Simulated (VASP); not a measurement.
# MgB2 in VASP: further runs, part 2 of 2

VASP 6.6.1. The steps go on from the part before.

### Step 3. Relaxation of cell and atoms, PBEsol, target pressure 30 GPa, at which the enthalpy is minimised

Input file INCAR:

```
SYSTEM = MgB2
PREC     = Accurate       ! precision mode
ENCUT    = 600            ! plane-wave cutoff, eV
EDIFF    = 1E-7           ! SCF threshold, eV
ISMEAR   = -1             ! smearing method
SIGMA    = 0.05           ! smearing width, eV
LREAL    = .FALSE.        ! projectors in reciprocal space
LASPH    = .TRUE.         ! aspherical terms in the spheres
NELM     = 100            ! most SCF steps
ALGO     = Normal         ! electronic algorithm
ISIF     = 3              ! what is computed and relaxed
LWAVE    = .FALSE.        ! write WAVECAR
LCHARG   = .FALSE.        ! write CHGCAR
GGA      = PS             ! functional
IBRION   = 2              ! ionic algorithm
NSW      = 60             ! ionic steps
EDIFFG   = -0.01          ! ionic threshold
PSTRESS  = 300.0
```

Input file KPOINTS:

```
regular mesh
0
G
  10 10 8
  0 0 0
```

Input file POSCAR:

```
MgB2
1.0
    3.0850000000      0.0000000000      0.0000000000
   -1.5425000000      2.6716883707      0.0000000000
    0.0000000000      0.0000000000      3.5230000000
Mg B
1 2
Direct
    0.0000000000      0.0000000000      0.0000000000
    0.6666666667      0.3333333333      0.5000000000
    0.3333333333      0.6666666667      0.5000000000
```

Potentials or basis: VASP PAW PBE potentials, release 64 (Mg, B).

The run is started by

```
> cat potpaw_PBE.64/Mg/POTCAR potpaw_PBE.64/B/POTCAR > POTCAR
> mpirun -np 1 vasp_std > vasp.out
```

OUTCAR:

```text
SYSTEM = MgB2
   PREC = Accurate
   ENCUT = 600
   EDIFF = 1E-7
   ISMEAR = -1
   LREAL = .FALSE.
   LASPH = .TRUE.
   NELM = 100
   ISIF = 3
   GGA = PS
   IBRION = 2
   NSW = 60
   EDIFFG = -0.01
   PSTRESS = 300.0

 ion  position               nearest neighbor table
   1  0.000  0.000  0.000-   2 2.51   3 2.51   2 2.51   3 2.51   2 2.51   2 2.51   3 2.51   3 2.51
                             2 2.51   2 2.51   3 2.51   3 2.51
   2  0.667  0.333  0.500-   3 1.78   3 1.78   3 1.78   1 2.51   1 2.51   1 2.51   1 2.51   1 2.51
                             1 2.51
   3  0.333  0.667  0.500-   2 1.78   2 1.78   2 1.78   1 2.51   1 2.51   1 2.51   1 2.51   1 2.51
                             1 2.51

  LATTYP: Found a hexagonal cell.
 ALAT       =     3.0850000000
 C/A-ratio  =     1.1419773096

  Lattice vectors:

[... 504 lines left out ...]

 val. band max:        6.5204229496   @ k =   0.1000   0.0000   0.5000
 cond. band min:       6.5658868964   @ k =   0.3000   0.2000   0.3750
 fundamental gap:      0.0454639468
 Fermi energy:         6.5420700060

 k-point     1 :       0.0000    0.0000    0.0000
  band No.  band energies     occupation
      1      -6.9535      2.00000
      2       3.6943      2.00000
      3       6.7857      0.01519
      4       6.7857      0.01519
      5       9.2050      0.00000
      6      13.1522      0.00000
      7      13.1522      0.00000
      8      15.8650      0.00000
[... 243 lines left out ...]
 k-point    24 :       0.4000    0.1000    0.1250
  band No.  band energies     occupation
      1      -2.9951      2.00000
      2      -1.1879      2.00000
      3       3.2854      2.00000
      4       5.9662      1.99998
      5       9.0847      0.00000
      6      12.2191      0.00000
      7      14.4633      0.00000
      8      16.7043      0.00000

 [... further k-points ...]

------------------------ aborting loop because EDIFF is reached ----------------------------------------

  FORCE on cell =-STRESS in cart. coord.  units (eV):
  Direction    XX          YY          ZZ          XY          YZ          ZX
  --------------------------------------------------------------------------------------
  -------------------------------------------------------------------------------------
  Total        4.5787018      4.5787018      4.5385254     -0.0000000      0.0000000      0.0000000
  in kB      300.9206681    300.9206681    298.2802026     -0.0000000      0.0000000      0.0000000
  external PRESSURE =       0.0405130 kB  Pullay stress =     300.0000000 kB
[... 22 lines left out ...]
  energy  without entropy=      -15.8872978496  energy(sigma->0) =      -15.88987748

  enthalpy is  TOTEN    =       -11.3277638807 eV   P V=        4.5646932348

 reached required accuracy - stopping structural energy minimisation
```

OSZICAR:

```text
N       E                     dE             d eps       ncg     rms          rms(c)
DAV:   1     0.688508771735E+01    0.68851E+01   -0.43223E+03  1200   0.952E+02
DAV:   2    -0.174871803776E+02   -0.24372E+02   -0.23523E+02  1664   0.121E+02
DAV:   3    -0.178091233318E+02   -0.32194E+00   -0.32084E+00  1432   0.160E+01
DAV:   4    -0.178097264283E+02   -0.60310E-03   -0.60282E-03  1712   0.588E-01
[... 65 lines left out ...]
   8 F= -.11327747E+02 E0= -.11325171E+02  d E =0.351106E-05
       N       E                     dE             d eps       ncg     rms          rms(c)
DAV:   1    -0.158924585722E+02    0.42038E-02   -0.12310E-04  1200   0.140E-01    0.786E-03
DAV:   2    -0.158924571310E+02    0.14412E-05   -0.33590E-06  1384   0.130E-02    0.370E-03
DAV:   3    -0.158924571155E+02    0.15497E-07   -0.88089E-07  1288   0.610E-03
   9 F= -.11327764E+02 E0= -.11325184E+02  d E =-.131389E-04
```

CONTCAR:

```text
MgB2
   1.00000000000000
     2.9490060504055804   -0.0000000000000000   -0.0000000000000000
    -1.4745030252027902    2.5539141555959377    0.0000000000000000
     0.0000000000000000   -0.0000000000000000    3.2368231040010147
  Mg              B
     1     2
Direct
     0.0000000000000000    0.0000000000000000    0.0000000000000000
     0.6666666667000030    0.3333333332999970    0.5000000000000000
     0.3333333332999970    0.6666666667000030    0.5000000000000000

  0.00000000E+00  0.00000000E+00  0.00000000E+00
  0.00000000E+00  0.00000000E+00  0.00000000E+00
  0.00000000E+00  0.00000000E+00  0.00000000E+00
```

It took 39 s on 1 thread of Intel Xeon 6975P-C (Granite Rapids), shared host; peak memory 0.18 GiB.

What came out:

| Quantity | Value |
| --- | --- |
| Free energy | -15.8925 eV |
| Relaxed volume | 8.13 Å³/atom |
| Relaxed cell | a = 2.949 Å, b = 2.949 Å, c = 3.237 Å, α = 90.00°, β = 90.00°, γ = 120.00° |
| Space group after relaxing (to 0.1 Å) | P6/mmm (No. 191) |
| Energy change on relaxing (the run minimises the enthalpy) | +109.2 meV/atom |
| Ionic steps | 9 |
| Pressure after relaxing | 30.0 GPa |
| Band gap on the k mesh | zero (bands 4 and 5 overlap by 3.16 eV) |

The path:
```csv
step,energy change (eV),largest force (eV/Å),pressure (GPa),volume (Å³)
1,0.0000,0.0000,-3.04,29.04
2,1.2968,0.0000,74.01,21.43
3,0.3058,0.0000,29.25,24.64
4,0.3212,0.0000,30.11,24.56
5,0.3227,0.0000,30.19,24.42
6,0.3320,0.0000,30.22,24.35
7,0.3312,0.0000,30.22,24.36
8,0.3233,0.0000,29.76,24.40
9,0.3275,0.0000,30.00,24.38
```

Final structure:
```cif
data_structure
_symmetry_space_group_name_H-M 'P 1'
_symmetry_Int_Tables_number 1
_cell_length_a 2.9490
_cell_length_b 2.9490
_cell_length_c 3.2368
_cell_angle_alpha 90.000
_cell_angle_beta 90.000
_cell_angle_gamma 120.000
_cell_volume 24.38
loop_
_atom_site_label
_atom_site_type_symbol
_atom_site_fract_x
_atom_site_fract_y
_atom_site_fract_z
_atom_site_occupancy
Mg1 Mg 0.00000 0.00000 0.00000 1
B1 B 0.66667 0.33333 0.50000 1
B2 B 0.33333 0.66667 0.50000 1
```

Caveat: the cell is relaxed towards a set pressure, so the run minimises the enthalpy, not the energy; the volume moved by over 15 % at a fixed basis, so the end points are rough; the PAW data sets were made with another functional, which shifts forces and pressure a little.

### Step 4. Single point, PBE

Input file INCAR:

```
SYSTEM = MgB2
ALGO     = Normal         ! electronic algorithm
EDIFF    = 1E-6           ! SCF threshold, eV
ENCUT    = 520            ! plane-wave cutoff, eV
GGA      = PE             ! functional
ISIF     = 2              ! what is computed and relaxed
ISMEAR   = -1             ! smearing method
LASPH    = .True.         ! aspherical terms in the spheres
LCHARG   = .False.        ! write CHGCAR
LREAL    = .False.        ! projectors in reciprocal space
LWAVE    = .False.        ! write WAVECAR
NBANDS   = 11             ! bands
NELM     = 80             ! most SCF steps
PREC     = Accurate       ! precision mode
SIGMA    = 0.05           ! smearing width, eV
```

Input file KPOINTS:

```
k-points
0
Gamma
  6 6 4
  0 0 0
```

POSCAR is that of step 3.

The run is started by

```
> cat potpaw_PBE.64/Mg/POTCAR potpaw_PBE.64/B/POTCAR > POTCAR
> mpirun -np 1 vasp_std > vasp.out
```

Wall time 6.9 s (1 thread of AMD EPYC 7R43 (Zen 3), shared host); peak memory 0.11 GiB.

Results (log left out):

```yaml
Free_energy: -15.3202 eV
Pressure: -1.3 GPa
Band_gap_on_the_k_mesh: zero (bands 4 and 5 overlap by 3.81 eV)
```

Stress tensor (GPa, compression positive):
```
 0.34  0.00  0.00
 0.00  0.34  0.00
 0.00  0.00 -4.56
```

Levels at points of the mesh, in eV from the Fermi level:
```tsv
k point	band 1	band 2	band 3	band 4	band 5	band 6	band 7	band 8	band 9
(0.00, 0.00, 0.00)	-12.45	-2.98	0.33	0.33	1.60	6.26	6.26	8.03	9.89
(0.50, 0.00, 0.00)	-8.57	-7.86	-2.20	0.17	3.03	3.83	5.27	7.04	12.52
(0.00, 0.00, 0.50)	-11.18	-7.47	0.71	0.71	6.60	6.60	7.90	9.80	9.92
(0.50, 0.00, 0.50)	-7.59	-6.95	-3.61	-1.91	-1.35	5.66	8.71	8.84	12.98
```

Caveat: the k points lie up to 0.45 Å⁻¹ apart, too coarse for converged energies and pressures of a metal.

### Step 5. Single point, PBE

Input file INCAR:

```
SYSTEM = MgB2
PREC     = Accurate       ! precision mode
ENCUT    = 520            ! plane-wave cutoff, eV
EDIFF    = 1E-7           ! SCF threshold, eV
ISMEAR   = -1             ! smearing method
SIGMA    = 0.05           ! smearing width, eV
LREAL    = .False.        ! projectors in reciprocal space
LASPH    = .True.         ! aspherical terms in the spheres
NELM     = 100            ! most SCF steps
ALGO     = Normal         ! electronic algorithm
ISIF     = 2              ! what is computed and relaxed
LWAVE    = .False.        ! write WAVECAR
LCHARG   = .False.        ! write CHGCAR
GGA      = PE             ! functional
NBANDS   = 11             ! bands
```

Input file KPOINTS:

```
regular mesh
0
Gamma
  8 8 6
  0 0 0
```

POSCAR is that of step 4.

The run is started by

```
> cat potpaw_PBE.64/Mg/POTCAR potpaw_PBE.64/B/POTCAR > POTCAR
> mpirun -np 1 vasp_std > vasp.out
```

Wall time 12 s (1 thread of AMD EPYC 7R43 (Zen 3), shared host); peak memory 0.11 GiB.

The run converged. Its results:

| Property | Result |
| --- | --- |
| Free energy | -15.3168 eV |
| Pressure | -1.2 GPa |
| Band gap on the k mesh | zero (bands 4 and 5 overlap by 2.55 eV) |

Stress tensor (GPa, compression positive):
```
-0.90  0.00  0.00
 0.00 -0.90  0.00
 0.00  0.00 -1.65
```

Levels at points of the mesh, in eV from the Fermi level:
```csv
k point,band 1,band 2,band 3,band 4,band 5,band 6,band 7,band 8,band 9
"(0.00, 0.00, 0.00)",-12.42,-2.93,0.36,0.36,1.65,6.30,6.30,8.07,9.93
"(0.50, 0.00, 0.00)",-8.54,-7.83,-2.17,0.21,3.07,3.87,5.32,7.09,12.56
"(0.00, 0.00, 0.50)",-11.14,-7.42,0.73,0.73,6.63,6.63,7.94,9.83,9.96
"(0.50, 0.00, 0.50)",-7.56,-6.92,-3.56,-1.88,-1.29,5.69,8.76,8.90,13.03
```

### Step 6. Single point, PBE

Input file INCAR:

```
SYSTEM = MgB2
  ALGO = Normal
  EDIFF = 1E-6
  ENCUT = 520
  GGA = PE
  ISIF = 2
  ISMEAR = -1
  LASPH = .TRUE.
  LCHARG = .FALSE.
  LREAL = .FALSE.
  LWAVE = .FALSE.
  NBANDS = 11
  NELM = 60
  PREC = Accurate
  SIGMA = 0.05
```

Input file KPOINTS:

```
k-points
0
G
  8 8 6
  0 0 0
```

Input file POSCAR:

```
MgB2
1.0
    3.0850000000     -0.0308500000      0.0000000000
   -1.5692168837      2.6871133707      0.0000000000
    0.0000000000      0.0000000000      3.5230000000
Mg B
1 2
Direct
    0.0000000000      0.0000000000      0.0000000000
    0.6666666667      0.3333333333      0.5000000000
    0.3333333333      0.6666666667      0.5000000000
```

Potentials or basis: VASP PAW PBE potentials, release 64 (Mg, B).

The run is started by

```
> cat potpaw_PBE.64/Mg/POTCAR potpaw_PBE.64/B/POTCAR > POTCAR
> mpirun -np 1 vasp_std > vasp.out
```

Wall time 35 s (1 thread of AMD EPYC 7R43 (Zen 3), shared host); peak memory 0.14 GiB.

It converged, with:

- Free energy: -15.3105 eV
- Pressure: -1.1 GPa
- Largest force: 0.085 eV/Å
- Band gap on the k mesh: zero (bands 4 and 5 overlap by 2.62 eV)

Forces in eV/Å, atoms in the order of the input:
```
Mg   0.000  0.000  0.000
B   -0.085  0.002  0.000
B    0.085 -0.002  0.000
```

Stress tensor (GPa, compression positive):
```
-0.81  3.51  0.00
 3.51 -0.94  0.00
 0.00  0.00 -1.53
```

Levels at points of the mesh, in eV from the Fermi level:
| k point | band 1 | band 2 | band 3 | band 4 | band 5 | band 6 | band 7 | band 8 |
| --- | --- | --- | --- | --- | --- | --- | --- | --- |
| (0.00, 0.00, 0.00) | -12.41 | -2.93 | 0.31 | 0.42 | 1.66 | 6.14 | 6.42 | 8.13 |
| (0.50, 0.00, 0.00) | -8.44 | -7.79 | -2.31 | 0.30 | 3.10 | 3.65 | 5.41 | 7.09 |
| (0.00, 0.50, 0.00) | -8.53 | -7.82 | -2.17 | 0.22 | 3.08 | 3.88 | 5.33 | 7.10 |
| (0.50, 0.50, 0.00) | -8.63 | -7.85 | -2.02 | 0.14 | 3.06 | 4.09 | 5.25 | 7.11 |
| (0.00, 0.00, 0.50) | -11.14 | -7.42 | 0.69 | 0.78 | 6.49 | 6.76 | 7.94 | 9.87 |
| (0.50, 0.00, 0.50) | -7.46 | -6.90 | -3.48 | -2.01 | -1.23 | 5.41 | 8.57 | 8.64 |
| (0.00, 0.50, 0.50) | -7.56 | -6.91 | -3.55 | -1.88 | -1.29 | 5.70 | 8.76 | 8.91 |
| (0.50, 0.50, 0.50) | -7.65 | -6.93 | -3.63 | -1.74 | -1.35 | 5.99 | 8.97 | 9.17 |

### Step 7. Overview

```csv
task,level,cell,k mesh,cutoff (eV),gap on the mesh (eV),pressure (GPa)
relaxation of cell and atoms,PBEsol,"relaxed to 20 GPa from a = 3.085, b = 3.085, c = 3.523 Å, angles 90.0, 90.0, 120.0°, 3 atoms",10 × 10 × 8,600,none,20.0
relaxation of cell and atoms,PBEsol,"relaxed to 30 GPa from a = 3.085, b = 3.085, c = 3.523 Å, angles 90.0, 90.0, 120.0°, 3 atoms",10 × 10 × 8,600,none,30.0
single point,PBE,"a = 3.085, b = 3.085, c = 3.523 Å, angles 90.0, 90.0, 120.0°, 3 atoms",6 × 6 × 4,520,none,-1.3
single point,PBE,"a = 3.085, b = 3.085, c = 3.523 Å, angles 90.0, 90.0, 120.0°, 3 atoms",8 × 8 × 6,520,none,-1.2
single point,PBE,"a = 3.085, b = 3.112, c = 3.523 Å, angles 90.0, 90.0, 120.9°, 3 atoms",8 × 8 × 6,520,none,-1.1
```

Alike in all rows: potentials or basis VASP PAW PBE potentials, release 64 (Mg, B); no spin polarisation; smearing fermi-dirac 0.05 eV.

Caveats: some runs use coarse meshes; the cell is relaxed towards a set pressure, so the run minimises the enthalpy, not the energy (at least some runs); the PAW data sets were made with another functional, which shifts forces and pressure a little (at least some runs); the volume moved by over 15 % at a fixed basis, so the end points are rough (at least some runs).

Total energies depend on the potentials used, so only differences within one code and one set of settings carry meaning.
